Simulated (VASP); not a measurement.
Wanted: the native input for a VASP 6.6.1 run.

* Task: single point
* Functional: r2SCAN
* Potentials or basis: VASP PAW PBE potentials, release 64 (Zn, S)
* Cutoff: 520 eV
* k mesh: 12 × 12 × 12
* Occupations: fermi-dirac, width 0.05 eV
* Spin: no spin polarisation
* Dipole correction: no
* Further INCAR settings: ALGO = Normal; EDIFF = 1e-07; NBANDS = 16

The system is ZnS (zincblende type).

```
Zn S
1.0
     0.00000    2.63945    2.63945
     2.63945    0.00000    2.63945
     2.63945    2.63945    0.00000
Zn S
1 1
Direct
  0.00000 0.00000 0.00000
  0.25000 0.25000 0.25000
```

These files were run (other wordings do the same):

POSCAR

```
ZnS
1.0
    0.0000000000      2.6394473565      2.6394473565
    2.6394473565      0.0000000000      2.6394473565
    2.6394473565      2.6394473565      0.0000000000
Zn S
1 1
Direct
    0.0000000000      0.0000000000      0.0000000000
    0.2500000000      0.2500000000      0.2500000000
```

INCAR.step1

```
SYSTEM = ZnS
  PREC = Accurate
  ENCUT = 520
  ISMEAR = -1
  SIGMA = 0.05
  LREAL = .False.
  LASPH = .True.
  NELM = 80
  NBANDS = 16
  GGA = PE
  ALGO = Normal
  EDIFF = 1E-4
  LWAVE = .True.
  LCHARG = .False.
```

INCAR.step2

```
SYSTEM = ZnS
  PREC = Accurate
  ENCUT = 520
  EDIFF = 1E-7
  ISMEAR = -1
  SIGMA = 0.05
  LREAL = .False.
  LASPH = .True.
  NELM = 80
  ALGO = Normal
  ISIF = 2
  LWAVE = .False.
  LCHARG = .True.
  METAGGA = R2SCAN
  LMIXTAU = .True.
  LELF = .True.
  LVHAR = .True.
  NBANDS = 16
  ISTART = 1
```

KPOINTS

```
Automatic mesh
0
Gamma
  12 12 12
  0 0 0
```

Potentials or basis: VASP PAW PBE potentials, release 64 (Zn, S).

Command:

```sh
$ cat potpaw_PBE.64/Zn/POTCAR potpaw_PBE.64/S/POTCAR > POTCAR
$ cp INCAR.step1 INCAR
$ mpirun -np 1 vasp_std > vasp.out
$ cp INCAR.step2 INCAR
$ mpirun -np 1 vasp_std > vasp.out
```

It gave:

| Property | Result |
| --- | --- |
| Pressure | 5.6 GPa |
| Band gap on the k mesh | 3.01 eV |

Caveat: the cell stands under pressure; the PAW data sets were made with another functional, which shifts forces and pressure a little.

Wall time 2.1 min on 1 thread of Intel(R) Xeon(R) Platinum 8488C (Sapphire Rapids), with other jobs on the host, peak memory 0.19 GiB.
